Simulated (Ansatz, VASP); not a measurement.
# Al4Co: VASP beside Ansatz

```
CELL_PARAMETERS angstrom
3.64475 2.10430 3.36618
-3.64475 2.10430 3.36618
0.00000 -4.20860 3.36618
ATOMIC_POSITIONS crystal
Al 0.25000 0.25000 0.25000
Al 0.75000 0.75000 0.75000
Al 0.63395 0.86605 0.25000
Al 0.25000 0.63395 0.86605
Al 0.86605 0.25000 0.63395
Al 0.36605 0.13395 0.75000
Al 0.75000 0.36605 0.13395
Al 0.13395 0.75000 0.36605
Co 0.00000 0.00000 0.00000
Co 0.50000 0.50000 0.50000
```

Alike in both runs: task single point; functional PBE; k mesh 6 × 6 × 6; occupations gaussian, width 0.2 eV; no spin polarisation.

|  | VASP | Ansatz |
| --- | --- | --- |
| version | VASP 6.6.1 | Ansatz 0.2.0 |
| potentials or method | VASP PAW PBE potentials, release 64 (Al, Co), cutoff 520 eV | scalar-relativistic, plane waves, PAW |
| valence electrons in the cell | 42 | 58 |

```tsv
	VASP	Ansatz	Ansatz less VASP
gap on the k mesh at the Fermi level (eV)	none	none	-
pressure (GPa)	-0.1	0.0	+0.12
traceless stress, the component that is largest in VASP (GPa)	-0.05	-0.07	-0.021
```

A gap of «none» marks a metal or a gap that the smearing closes. VASP's potentials hold 42 valence electrons a cell and Ansatz's 58, so a difference there can come from the potentials and not from the codes.
